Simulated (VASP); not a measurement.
# H4WC16 in VASP: relaxation of the atoms with PBE+D3(BJ)

Aim: the relaxation of the atoms of H4WC16 with PBE+D3(BJ).

Program: VASP 6.6.1. These are calculated values, not measurements. Logs are shortened: lines on timing, memory, paths and dates and some standing lists are left out, and cuts for length are marked.

### Step 1. The cell of the first run

The cell holds a slab with vacuum, 21 atoms: a = 5.049 Å, b = 5.049 Å, c = 16.676 Å, α = 90.00°, β = 90.00°, γ = 60.00°.

### Step 2. Relaxation of the atoms, PBE+D3(BJ)

Contents of INCAR:

```
PREC = Accurate
ENCUT = 520
EDIFF = 1E-6
ISMEAR = -1
SIGMA = 0.05
LREAL = Auto
LASPH = True
NELM = 80
ALGO = Normal
ISIF = 2
LWAVE = False
LCHARG = False
GGA = PE
IVDW = 12
IBRION = 2
NSW = 45
EDIFFG = -0.08
```

Contents of KPOINTS:

```
Automatic mesh
0
Gamma
  2 2 1
```

Contents of POSCAR:

```
H4WC16
1.0
    5.0487420000      0.0000000000      0.0000000000
    2.5243710000      4.3723390000      0.0000000000
    0.0000000000      0.0000000000     16.6764260000
H C W
4 16 1
Selective dynamics
Direct
    0.1666667000      0.1666667000      0.0599649000  F F F
    0.6666667000      0.1666667000      0.0599649000  F F F
    0.1666667000      0.6666667000      0.0599649000  F F F
    0.6666667000      0.6666667000      0.0599649000  F F F
    0.1666667000      0.1666667000      0.1259263000  F F F
    0.6666667000      0.1666667000      0.1259263000  F F F
    0.1666667000      0.6666667000      0.1259263000  F F F
    0.6666667000      0.6666667000      0.1259263000  F F F
   -0.1666667000      0.3333333000      0.1568253000  F F F
    0.3333333000      0.3333333000      0.1568253000  F F F
   -0.1666667000      0.8333333000      0.1568253000  F F F
    0.3333333000      0.8333333000      0.1568253000  F F F
   -0.1666667000      0.3333333000      0.2495223000  T T T
    0.3333333000      0.3333333000      0.2495223000  T T T
   -0.1666667000      0.8333333000      0.2495223000  T T T
    0.3333333000      0.8333333000      0.2495223000  T T T
    0.0000000000      0.0000000000      0.2804213000  T T T
    0.5000000000      0.0000000000      0.2804213000  T T T
    0.0000000000      0.5000000000      0.2804213000  T T T
    0.5000000000      0.5000000000      0.2804213000  T T T
    0.7451213000      0.0367063000      0.4075469000  T T T
```

Potentials or basis: VASP PAW PBE potentials, release 64 (H, C, W_sv).

Command:

```sh
> cat potpaw_PBE.64/H/POTCAR potpaw_PBE.64/C/POTCAR potpaw_PBE.64/W_sv/POTCAR > POTCAR
> mpirun -np 1 vasp_std > vasp.out
```

OUTCAR:

```text
PREC = Accurate
   ENCUT = 520
   EDIFF = 1E-6
   ISMEAR = -1
   LREAL = Auto
   LASPH = True
   NELM = 80
   ISIF = 2
   GGA = PE
   IVDW = 12
   IBRION = 2
   NSW = 45
   EDIFFG = -0.08
 IVDW          = 12

 ion  position               nearest neighbor table
   1  0.167  0.167  0.060-   5 1.10
   2  0.667  0.167  0.060-   6 1.10
   3  0.167  0.667  0.060-   7 1.10
   4  0.667  0.667  0.060-   8 1.10
   5  0.167  0.167  0.126-   1 1.10  10 1.55   9 1.55  12 1.55
   6  0.667  0.167  0.126-   2 1.10   9 1.55  10 1.55  11 1.55
   7  0.167  0.667  0.126-   3 1.10  12 1.55  11 1.55  10 1.55
   8  0.667  0.667  0.126-   4 1.10  11 1.55  12 1.55   9 1.55
   9  0.833  0.333  0.157-   6 1.55  13 1.55   5 1.55   8 1.55
  10  0.333  0.333  0.157-   5 1.55  14 1.55   6 1.55   7 1.55
  11  0.833  0.833  0.157-   8 1.55  15 1.55   7 1.55   6 1.55
  12  0.333  0.833  0.157-   7 1.55  16 1.55   8 1.55   5 1.55
  13  0.833  0.333  0.250-   9 1.55  20 1.55  17 1.55  19 1.55
  14  0.333  0.333  0.250-  10 1.55  19 1.55  18 1.55  20 1.55
  15  0.833  0.833  0.250-  11 1.55  18 1.55  19 1.55  17 1.55
  16  0.333  0.833  0.250-  12 1.55  17 1.55  20 1.55  18 1.55
  17  0.000  0.000  0.280-  16 1.55  13 1.55  15 1.55  21 2.44
  18  0.500  0.000  0.280-  15 1.55  14 1.55  16 1.55  21 2.51
  19  0.000  0.500  0.280-  14 1.55  15 1.55  13 1.55
  20  0.500  0.500  0.280-  13 1.55  16 1.55  14 1.55
  21  0.745  0.037  0.408-  17 2.44  18 2.51

  LATTYP: Found a hexagonal cell.
 ALAT       =     5.0487421480
 C/A-ratio  =     3.3030853055

  Lattice vectors:

 A1 = (  -2.5243710000,  -4.3723390000,   0.0000000000)
 A2 = (   5.0487420000,   0.0000000000,   0.0000000000)
 A3 = (   0.0000000000,   0.0000000000,  16.6764260000)

Analysis of symmetry for initial positions (statically):
=====================================================================
 Subroutine PRICEL returns:
 Original cell was already a primitive cell.

 Routine SETGRP: Setting up the symmetry group for a
 hexagonal supercell.

 Subroutine GETGRP returns: Found  1 space group operations
 (whereof  1 operations were pure point group operations)
 out of a pool of 24 trial point group operations.

The static configuration has the point symmetry C_1 .

Analysis of symmetry for dynamics (positions and initial velocities):
=====================================================================
 Subroutine PRICEL returns:
 Original cell was already a primitive cell.

 Routine SETGRP: Setting up the symmetry group for a
 hexagonal supercell.

 Subroutine GETGRP returns: Found  1 space group operations
 (whereof  1 operations were pure point group operations)
[... 123 lines left out ...]
 SYSTEM =  unknown system
   PREC   = accura    normal or accurate (medium, high low for compatibility)
   ISTART =      0    job   : 0-new  1-cont  2-samecut
   ICHARG =      2    charge: 1-file 2-atom 10-const
   ISPIN  =      1    spin polarized calculation?
   LNONCOLLINEAR =      F non collinear calculations
   LSORBIT =      F    spin-orbit coupling
   LASPH  =      T    aspherical Exc in radial PAW
   ENCUT  =  520.0 eV  38.22 Ry    6.18 a.u.   9.39  9.39 31.01*2*pi/ulx,y,z
   NELM   =     80;   NELMIN=  2; NELMDL= -5     # of ELM steps
   EDIFF  = 0.1E-05   stopping-criterion for ELM
   LREAL  =      T    real-space projection
   EDIFFG = -.8E-01   stopping-criterion for IOM
   NSW    =     45    number of steps for IOM
   IBRION =      2    ionic relax: 0-MD 1-quasi-New 2-CG
   NFREE  =      1    steps in history (QN), initial steepest desc. (CG)
   ISIF   =      2    stress and relaxation
   ISYM   =      2    0-nonsym 1-usesym 2-fastsym
   POTIM  = 0.5000    time-step for ionic-motion
   TEBEG  =    0.0;   TEEND  =   0.0 temperature during run
   PSTRESS=    0.0 pullay stress
   NELECT =      82.0000    total number of electrons
   NUPDOWN=      -1.0000    fix difference up-down
   EMIN   =  10.00;   EMAX   =-10.00  energy-range for DOS
   EFERMI =   0.00;   METHOD = LEGACY
   ISMEAR =    -1;   SIGMA  =   0.05  broadening in eV -4-tet -1-fermi 0-gaus
   EFERMI_NEDOS =   21; number of points for ismear=-14 and -15
   IALGO  =     38    algorithm
   IMIX   =      4    mixing-type and parameters
     AMIX     =   0.40;   BMIX     =  1.00
     AMIX_MAG =   1.60;   BMIX_MAG =  1.00
  volume/ion in A,a.u.               =      17.53       118.30
  Fermi-wavevector in a.u.,A,eV,Ry     =   0.992383  1.875333 13.399353  0.984825
  Thomas-Fermi vector in A             =   2.124191
   LORBIT       =      0    0 simple, 1 ext, 2 COOP (PROOUT), +10 PAW based schemes
   GGA     = PE    functional components
   LHFCALC =     F    Hartree Fock is set to
   AEXX    =    0.0000 exact exchange contribution
   IVDW    =    12    specifies the selected vdW correction
   LEPSILON=     F    determine dielectric tensor
   LRPA    =     F    only Hartree local field effects (RPA)
 conjugate gradient relaxation of ions
 non-spin polarized calculation
  energy-cutoff  :      520.00
  volume of cell :      368.13
 maximum number of plane-waves:      9915
 NGX is ok and might be reduce to    40
   NGX = 19   NGY = 19   NGZ = 63

--------------------------------------- Ionic step        1  -------------------------------------------

 number of electron      82.0000003 magnetization

 Free energy of the ion-electron system (eV)
  ---------------------------------------------------
  ext. energy  EPLUGINS =         0.00000000
  ---------------------------------------------------
  free energy    TOTEN  =      -159.52275838 eV

  energy without entropy =     -159.42630404  energy(sigma->0) =     -159.47453121

------------------------ aborting loop because EDIFF is reached ----------------------------------------

 Edisp (eV)   -2.65549

 E8    (eV) :    -0.8533
[... 162 lines left out ...]
  FREE ENERGIE OF THE ION-ELECTRON SYSTEM (eV)
  ---------------------------------------------------
  free  energy   TOTEN  =      -163.6188584905 eV

  energy  without entropy=     -163.5217970604  energy(sigma->0) =     -163.57032778

[... ionic steps 4 to 29 ...]

--------------------------------------- Ionic step       30  -------------------------------------------

 number of electron      81.9999998 magnetization

------------------------ aborting loop because EDIFF is reached ----------------------------------------
[... 113 lines left out ...]
--------------------------------------- Ionic step       32  -------------------------------------------

 number of electron      81.9999999 magnetization

 Free energy of the ion-electron system (eV)
  ---------------------------------------------------
  ext. energy  EPLUGINS =         0.00000000
  ---------------------------------------------------
  free energy    TOTEN  =      -162.65043763 eV

  energy without entropy =     -162.58350916  energy(sigma->0) =     -162.61697339

 E-fermi :   1.0997     XC(G=0):  -5.4931

 val. band max:        0.9088728060   @ k =   0.0000   0.5000   0.0000
 cond. band min:       1.1194050235   @ k =   0.0000   0.0000   0.0000
 fundamental gap:      0.2105322175
 Fermi energy:         1.0997421056

 k-point     1 :       0.0000    0.0000    0.0000
  band No.  band energies     occupation
      1     -73.7346      2.00000
      2     -38.0394      2.00000
      3     -38.0133      2.00000
      4     -38.0127      2.00000
      5     -20.0006      2.00000
      6     -17.2947      2.00000
[... 261 lines left out ...]
  FREE ENERGIE OF THE ION-ELECTRON SYSTEM (eV)
  ---------------------------------------------------
  free  energy   TOTEN  =      -165.3900004400 eV

  energy  without entropy=     -165.3230719658  energy(sigma->0) =     -165.35653620

 reached required accuracy - stopping structural energy minimisation
```

Run time: 47 min. Hardware: 1 thread of Intel Xeon Platinum 8259CL at 2.50GHz (Skylake/Cascade Lake), shared host; peak memory 0.54 GiB.

Results:

| Item | Value |
| --- | --- |
| Free energy | -165.3900 eV |
| Energy gained by relaxing | 152.9 meV/atom |
| Ionic steps | 32 |
| Band gap on the k mesh | 0.01 eV |
| Dispersion energy per atom | -0.130 eV |

The path:
```csv
step,energy change (eV),largest force on free atoms (eV/Å),pressure (GPa)
1,0.0000,5.8249,-4.37
2,-1.1729,4.0688,-2.34
3,-1.4406,3.9869,-3.27
4,-2.3753,2.2149,-2.04
5,-2.3868,1.9684,-2.26
6,-2.6932,1.6258,-2.46
7,-2.7081,1.1726,-2.48
8,-2.8291,0.9579,-1.98
9,-2.8334,0.8652,-2.08
10,-2.9113,0.8239,-1.59
11,-2.9135,0.9182,-1.49
12,-2.9776,0.7408,-1.17
13,-3.0051,0.8142,-0.81
14,-3.0611,0.7175,-0.53
15,-3.0778,0.8654,-0.27
16,-3.1168,0.5138,-0.16
17,-3.1238,0.4430,-0.08
18,-3.1401,0.4439,-0.16
19,-3.1496,0.5076,-0.29
20,-3.1608,0.4183,-0.41
21,-3.1826,0.3303,-0.75
22,-3.1721,0.6795,-1.44
23,-3.1874,0.3813,-1.00
24,-3.1956,0.2259,-1.03
25,-3.1964,0.2835,-1.05
26,-3.2017,0.1616,-1.02
27,-3.2042,0.2416,-1.00
28,-3.2074,0.1159,-0.96
29,-3.2081,0.1675,-0.94
30,-3.2105,0.0966,-0.89
31,-3.2108,0.1213,-0.87
32,-3.2117,0.0652,-0.87
```

Final structure:
```
CELL_PARAMETERS angstrom
5.04874 0.00000 0.00000
2.52437 4.37234 0.00000
0.00000 0.00000 16.67643
ATOMIC_POSITIONS crystal
H 0.16667 0.16667 0.05996
H 0.66667 0.16667 0.05996
H 0.16667 0.66667 0.05996
H 0.66667 0.66667 0.05996
C 0.16667 0.16667 0.12593
C 0.66667 0.16667 0.12593
C 0.16667 0.66667 0.12593
C 0.66667 0.66667 0.12593
C 0.83333 0.33333 0.15683
C 0.33333 0.33333 0.15683
C 0.83333 0.83333 0.15683
C 0.33333 0.83333 0.15683
C 0.83672 0.33556 0.24945
C 0.32738 0.33559 0.24945
C 0.83657 0.82639 0.24947
C 0.33377 0.83221 0.25811
C 0.99714 0.00098 0.28042
C 0.50167 0.00085 0.28040
C 0.00017 0.49931 0.27470
C 0.50229 0.49508 0.28042
W 0.66816 0.16324 0.36891
```

Caveat: the k points lie up to 0.72 Å⁻¹ apart; the smearing spreads over this small gap; there is no dipole correction, which matters where the two faces differ; spin-orbit coupling is left out, which moves the levels of the heavy elements.

The gap in the log of VASP goes by the Fermi energy; the results here count the filled bands.